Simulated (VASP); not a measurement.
# NaCa18 in VASP: single point with PBE+D3(BJ)

Aim: the single point of NaCa18 with PBE+D3(BJ).

Program: VASP 6.6.1. These are calculated values, not measurements. Logs are shortened: lines on timing, memory, paths and dates and some standing lists are left out, and cuts for length are marked.

## 1. The cell of the first run

The cell holds a slab with vacuum, 19 atoms: a = 7.891 Å, b = 11.837 Å, c = 18.443 Å, α = 90.00°, β = 90.00°, γ = 60.00°.

## 2. Single point, PBE+D3(BJ)

Input file INCAR:

```
SYSTEM = NaCa18
ALGO     = Normal         ! electronic algorithm
EDIFF    = 1E-7           ! SCF threshold, eV
ENCUT    = 520            ! plane-wave cutoff, eV
GGA      = PE             ! functional
ISIF     = 2              ! what is computed and relaxed
ISMEAR   = 0              ! smearing method
IVDW     = 12             ! dispersion correction
LASPH    = .TRUE.         ! aspherical terms in the spheres
LCHARG   = .TRUE.         ! write CHGCAR
LELF     = .TRUE.         ! ELF
LREAL    = Auto         
LVHAR    = .TRUE.       
LWAVE    = .FALSE.        ! write WAVECAR
NBANDS   = 108            ! bands
NELM     = 60             ! most SCF steps
PREC     = Accurate       ! precision mode
SIGMA    = 0.15           ! smearing width, eV
```

Input file KPOINTS:

```
k-points
0
G
  3 2 1
  0 0 0
```

Input file POSCAR:

```
NaCa18
1.0
    7.8913120000      0.0000000000      0.0000000000
    5.9184840000     10.2511150000      0.0000000000
    0.0000000000      0.0000000000     18.4432290000
Ca Na
18 1
Direct
    0.1666667000      0.1111111000      0.0542204000
    0.6666667000      0.1111111000      0.0542204000
    0.1666667000      0.4444444000      0.0542204000
    0.6666667000      0.4444444000      0.0542204000
    0.1666667000      0.7777778000      0.0542204000
    0.6666667000      0.7777778000      0.0542204000
   -0.1676232821      0.2230046165      0.2182989956
    0.3320621696      0.2235035260      0.2183750688
   -0.1688882878      0.5571807114      0.2194630594
    0.3336197092      0.5562048561      0.2202388629
   -0.1673142300      0.8892994296      0.2180257754
    0.3325640481      0.8897034380      0.2174783631
    0.0014362206      0.0017545783      0.3813568931
    0.4957728454      0.0018848336      0.3813110131
    0.0019999532      0.3299774014      0.3837703326
    0.5028198662      0.3305530948      0.3869744074
   -0.0016977415      0.6677754908      0.3840718013
    0.4963244518      0.6710571734      0.3858664058
    0.1755719819      0.0995348174      0.5438592837
```

Potentials or basis: VASP PAW PBE potentials, release 64 (Ca_sv, Na_pv).

The run is started by

```console
cat potpaw_PBE.64/Ca_sv/POTCAR potpaw_PBE.64/Na_pv/POTCAR > POTCAR
mpirun -np 1 vasp_std > vasp.out
```

OUTCAR:

```text
SYSTEM = NaCa18
   EDIFF = 1E-7
   ENCUT = 520
   GGA = PE
   ISIF = 2
   ISMEAR = 0
   IVDW = 12
   LASPH = .TRUE.
   LREAL = Auto
   NELM = 60
   PREC = Accurate
 IVDW          = 12

 ion  position               nearest neighbor table
   1  0.167  0.111  0.054-
   2  0.667  0.111  0.054-
   3  0.167  0.444  0.054-
   4  0.667  0.444  0.054-
   5  0.167  0.778  0.054-
   6  0.667  0.778  0.054-
[... 11 lines left out ...]
  18  0.496  0.671  0.386-
  19  0.176  0.100  0.544-

  LATTYP: Found a simple monoclinic cell.
 ALAT       =     7.8913120000
 B/A-ratio  =     2.3371562295
 C/A-ratio  =     1.3228756566
 COS(beta)  =    -0.1889822364

  Lattice vectors:

 A1 = (   7.8913120000,   0.0000000000,   0.0000000000)
 A2 = (   0.0000000000,   0.0000000000, -18.4432290000)
 A3 = (  -1.9728280000,  10.2511150000,   0.0000000000)

Analysis of symmetry for initial positions (statically):
=====================================================================
 Subroutine PRICEL returns:
 Original cell was already a primitive cell.

 Routine SETGRP: Setting up the symmetry group for a
 simple monoclinic supercell.

 Subroutine GETGRP returns: Found  1 space group operations
 (whereof  1 operations were pure point group operations)
 out of a pool of  4 trial point group operations.

The static configuration has the point symmetry C_1 .

Analysis of symmetry for dynamics (positions and initial velocities):
=====================================================================
 Subroutine PRICEL returns:
 Original cell was already a primitive cell.

 Routine SETGRP: Setting up the symmetry group for a
 simple monoclinic supercell.

 Subroutine GETGRP returns: Found  1 space group operations
 (whereof  1 operations were pure point group operations)
 out of a pool of  4 trial point group operations.

The dynamic configuration has the point symmetry C_1 .

 Subroutine INISYM returns: Found  1 space group operations
 (whereof  1 operations are pure point group operations),
 and found     1 'primitive' translations

----------------------------------------------------------------------------------------

                                     Primitive cell

  volume of cell :    1491.9603

  direct lattice vectors                    reciprocal lattice vectors
     7.891312000  0.000000000  0.000000000     0.126721640 -0.073162773  0.000000000
     5.918484000 10.251115000  0.000000000     0.000000000  0.097550364  0.000000000
     0.000000000  0.000000000 18.443229000     0.000000000  0.000000000  0.054220440

  length of vectors
     7.891312000 11.836968007 18.443229000     0.146325546  0.097550364  0.054220440

  position of ions in fractional coordinates (direct lattice)
     0.166666700  0.111111100  0.054220400
     0.666666700  0.111111100  0.054220400
     0.166666700  0.444444400  0.054220400
     0.666666700  0.444444400  0.054220400
     0.166666700  0.777777800  0.054220400
     0.666666700  0.777777800  0.054220400
[... 11 lines left out ...]
     0.496324452  0.671057173  0.385866406
     0.175571982  0.099534817  0.543859284

  ion indices of the primitive-cell ions
   primitive index   ion index
                 1           1
                 2           2
                 3           3
                 4           4
                 5           5
                 6           6
[... 11 lines left out ...]
                18          18
                19          19

----------------------------------------------------------------------------------------

 KPOINTS: k-points

Automatic generation of k-mesh.
 Grid dimensions read from file:
 generate k-points for:    3    2    1

 Generating k-lattice:

  Cartesian coordinates                     Fractional coordinates (reciprocal lattice)
     0.042240547 -0.024387591  0.000000000     0.333333333  0.000000000  0.000000000
     0.000000000  0.048775182  0.000000000     0.000000000  0.500000000  0.000000000
     0.000000000  0.000000000  0.054220440     0.000000000  0.000000000  1.000000000

  Length of vectors
     0.048775182  0.048775182  0.054220440

  Shift w.r.t. Gamma in fractional coordinates (k-lattice)
     0.000000000  0.000000000  0.000000000

 -----------------------------------------------------------------------------
|                                                                             |
|           W    W    AA    RRRRR   N    N  II  N    N   GGGG   !!!           |
|           W    W   A  A   R    R  NN   N  II  NN   N  G    G  !!!           |
|           W    W  A    A  R    R  N N  N  II  N N  N  G       !!!           |
|           W WW W  AAAAAA  RRRRR   N  N N  II  N  N N  G  GGG   !            |
|           WW  WW  A    A  R   R   N   NN  II  N   NN  G    G                |
|           W    W  A    A  R    R  N    N  II  N    N   GGGG   !!!           |
|                                                                             |
|     Your reciprocal lattice and k-lattice belong to different lattice       |
|     classes:                                                                |
|                                                                             |
|        The reciprocal lattice is simple monoclinic,                         |
|        whereas your k-lattice is hexagonal.                                 |
|                                                                             |
|     Results are often still useful ...                                      |
|                                                                             |
 -----------------------------------------------------------------------------

 Subroutine IBZKPT returns following result:
 ===========================================

 Found      4 irreducible k-points:

 Following reciprocal coordinates:
            Coordinates               Weight
  0.000000  0.000000  0.000000      1.000000
  0.333333  0.000000  0.000000      2.000000
  0.000000  0.500000  0.000000      1.000000
  0.333333  0.500000  0.000000      2.000000
   k-points           NKPTS =      4   k-points in BZ     NKDIM =      4   number of bands    NBANDS=    108
   number of dos      NEDOS =    301   number of ions     NIONS =     19
   total plane-waves  NPLWV = 756000
   dimension x,y,z NGX =    60 NGY =   90 NGZ =  140
   dimension x,y,z NGXF=   120 NGYF=  180 NGZF=  280
   ions per type =              18   1
   NGX,Y,Z   is equivalent  to a cutoff of  12.64, 12.64, 12.62 a.u.
   NGXF,Y,Z  is equivalent  to a cutoff of  25.28, 25.28, 25.24 a.u.
 SYSTEM =  NaCa18
   PREC   = accura    normal or accurate (medium, high low for compatibility)
   ISTART =      0    job   : 0-new  1-cont  2-samecut
   ICHARG =      2    charge: 1-file 2-atom 10-const
   ISPIN  =      1    spin polarized calculation?
   LNONCOLLINEAR =      F non collinear calculations
   LSORBIT =      F    spin-orbit coupling
   LASPH  =      T    aspherical Exc in radial PAW
   ENCUT  =  520.0 eV  38.22 Ry    6.18 a.u.  14.67 22.01 34.29*2*pi/ulx,y,z
   NELM   =     60;   NELMIN=  2; NELMDL= -5     # of ELM steps
   EDIFF  = 0.1E-06   stopping-criterion for ELM
   LREAL  =      T    real-space projection
   EDIFFG = 0.1E-05   stopping-criterion for IOM
   NSW    =      0    number of steps for IOM
   IBRION =     -1    ionic relax: 0-MD 1-quasi-New 2-CG
   NFREE  =      0    steps in history (QN), initial steepest desc. (CG)
   ISIF   =      2    stress and relaxation
   ISYM   =      2    0-nonsym 1-usesym 2-fastsym
   POTIM  = 0.5000    time-step for ionic-motion
   TEBEG  =    0.0;   TEEND  =   0.0 temperature during run
   PSTRESS=    0.0 pullay stress
   NELECT =     187.0000    total number of electrons
   NUPDOWN=      -1.0000    fix difference up-down
   EMIN   =  10.00;   EMAX   =-10.00  energy-range for DOS
   EFERMI =   0.00;   METHOD = LEGACY
   ISMEAR =     0;   SIGMA  =   0.15  broadening in eV -4-tet -1-fermi 0-gaus
   EFERMI_NEDOS =   21; number of points for ismear=-14 and -15
   IALGO  =     38    algorithm
   IMIX   =      4    mixing-type and parameters
     AMIX     =   0.40;   BMIX     =  1.00
     AMIX_MAG =   1.60;   BMIX_MAG =  1.00
  volume/ion in A,a.u.               =      78.52       529.91
  Fermi-wavevector in a.u.,A,eV,Ry     =   0.819287  1.548229  9.132664  0.671232
  Thomas-Fermi vector in A             =   1.930065
   LORBIT       =      0    0 simple, 1 ext, 2 COOP (PROOUT), +10 PAW based schemes
   GGA     = PE    functional components
   LHFCALC =     F    Hartree Fock is set to
   AEXX    =    0.0000 exact exchange contribution
   IVDW    =    12    specifies the selected vdW correction
   LEPSILON=     F    determine dielectric tensor
   LRPA    =     F    only Hartree local field effects (RPA)
 non-spin polarized calculation
 Gauss-broadening in eV      SIGMA  =   0.15
  energy-cutoff  :      520.00
  volume of cell :     1491.96
 maximum number of plane-waves:     40201
 NGX is ok and might be reduce to    60
   NGX = 29   NGY = 45   NGZ = 69

 number of electron     186.9999998 magnetization

 Free energy of the ion-electron system (eV)
  ---------------------------------------------------
  ext. energy  EPLUGINS =         0.00000000
  ---------------------------------------------------
  free energy    TOTEN  =       -31.46877137 eV

  energy without entropy =      -31.14785679  energy(sigma->0) =      -31.30831408

 E-fermi :  -0.1341     XC(G=0):  -4.9453

 val. band max:       -0.1517986519   @ k =   0.3333   0.5000   0.0000
 cond. band min:      -0.1232520743   @ k =   0.0000   0.5000   0.0000
 fundamental gap:      0.0285465777
 Fermi energy:        -0.1341015571

 k-point     1 :       0.0000    0.0000    0.0000
  band No.  band energies     occupation
      1     -42.6339      2.00000
      2     -42.6318      2.00000
      3     -42.6225      2.00000
      4     -42.5788      2.00000
      5     -42.5724      2.00000
      6     -42.5703      2.00000
[... 97 lines left out ...]
    104       0.4526      0.00000
    105       0.4831      0.00000

 k-point     2 :       0.3333    0.0000    0.0000
  band No.  band energies     occupation
      1     -42.6337      2.00000
      2     -42.6317      2.00000
      3     -42.6228      2.00000
      4     -42.5781      2.00000
      5     -42.5723      2.00000
      6     -42.5707      2.00000
[... 97 lines left out ...]
    104       0.4799      0.00000
    105       0.4884      0.00000

 k-point     3 :       0.0000    0.5000    0.0000
  band No.  band energies     occupation
      1     -42.6339      2.00000
      2     -42.6318      2.00000
      3     -42.6225      2.00000
      4     -42.5786      2.00000
      5     -42.5724      2.00000
      6     -42.5707      2.00000
[... 97 lines left out ...]
    104       0.3716      0.00000
    105       0.4630      0.00000

 k-point     4 :       0.3333    0.5000    0.0000
  band No.  band energies     occupation
      1     -42.6337      2.00000
      2     -42.6317      2.00000
      3     -42.6228      2.00000
      4     -42.5781      2.00000
      5     -42.5726      2.00000
      6     -42.5705      2.00000
[... 97 lines left out ...]
    104       0.4745      0.00000
    105       0.4812      0.00000
 [bands above 105 left out]

------------------------ aborting loop because EDIFF is reached ----------------------------------------

 Edisp (eV)   -3.23230

 E8    (eV) :    -1.6800

  FORCE on cell =-STRESS in cart. coord.  units (eV):
  Direction    XX          YY          ZZ          XY          YZ          ZX
  --------------------------------------------------------------------------------------
  -------------------------------------------------------------------------------------
  Total      -4.11202    -4.13968    -0.04148     0.00685    -0.02079     0.00191
  in kB      -4.41579    -4.44550    -0.04455     0.00735    -0.02232     0.00205
  external pressure =       -2.97 kB  Pullay stress =        0.00 kB

 VOLUME and BASIS-vectors are now :
 -----------------------------------------------------------------------------
  energy-cutoff  :      520.00
  volume of cell :     1491.96
      direct lattice vectors                 reciprocal lattice vectors
     7.891312000  0.000000000  0.000000000     0.126721640 -0.073162773  0.000000000
     5.918484000 10.251115000  0.000000000     0.000000000  0.097550364  0.000000000
     0.000000000  0.000000000 18.443229000     0.000000000  0.000000000  0.054220440

 POSITION                                       TOTAL-FORCE (eV/Angst)
 -----------------------------------------------------------------------------------
      1.97283      1.13901      1.00000         0.002324      0.003631     -0.052290
      5.91848      1.13901      1.00000        -0.003982     -0.009328     -0.011876
      3.94566      4.55605      1.00000        -0.011405     -0.003079      0.031297
      7.89131      4.55605      1.00000         0.011386      0.002272      0.029325
      5.91848      7.97309      1.00000         0.007580      0.008956      0.007810
      9.86414      7.97309      1.00000        -0.008777      0.013655     -0.003224
[... 11 lines left out ...]
      7.88829      6.87908      7.11662        -0.001895     -0.002759      0.002147
      1.97459      1.02034     10.03052        -0.001343      0.004165     -0.002365
 -----------------------------------------------------------------------------------
    total drift:                               -0.000753      0.000302      0.002584

  FREE ENERGIE OF THE ION-ELECTRON SYSTEM (eV)
  ---------------------------------------------------
  free  energy   TOTEN  =       -34.7010713619 eV

  energy  without entropy=      -34.3801567844  energy(sigma->0) =      -34.54061407
```

Run time: 27 min. Hardware: 1 thread of Intel Xeon Platinum 8559C (Emerald Rapids), shared host; peak memory 1.5 GiB.

What came out:

```yaml
Free_energy: -34.7011 eV
Largest_force: 0.052 eV/Å
Band_gap_on_the_k_mesh: zero (an odd number of electrons rules out a gap without spin polarisation)
Dispersion_energy_per_atom: -0.170 eV
```

Forces on the atoms (eV/Å):
```
Ca   0.002  0.004 -0.052
Ca  -0.004 -0.009 -0.012
Ca  -0.011 -0.003  0.031
Ca   0.011  0.002  0.029
Ca   0.008  0.009  0.008
Ca  -0.009  0.014 -0.003
Ca   0.009 -0.007 -0.014
Ca  -0.004 -0.004 -0.013
Ca   0.006 -0.015 -0.002
Ca  -0.010 -0.006  0.009
Ca   0.004  0.002 -0.005
Ca  -0.001  0.007 -0.018
Ca   0.013  0.003  0.018
Ca  -0.015  0.006  0.017
Ca   0.002  0.000  0.004
Ca  -0.008  0.010  0.013
Ca   0.010 -0.014 -0.010
Ca  -0.002 -0.003  0.002
Na  -0.001  0.004 -0.002
```

Caveat: there is no dipole correction, which matters where the two faces differ.

The gap in the log of VASP goes by the Fermi energy; the results here count the filled bands.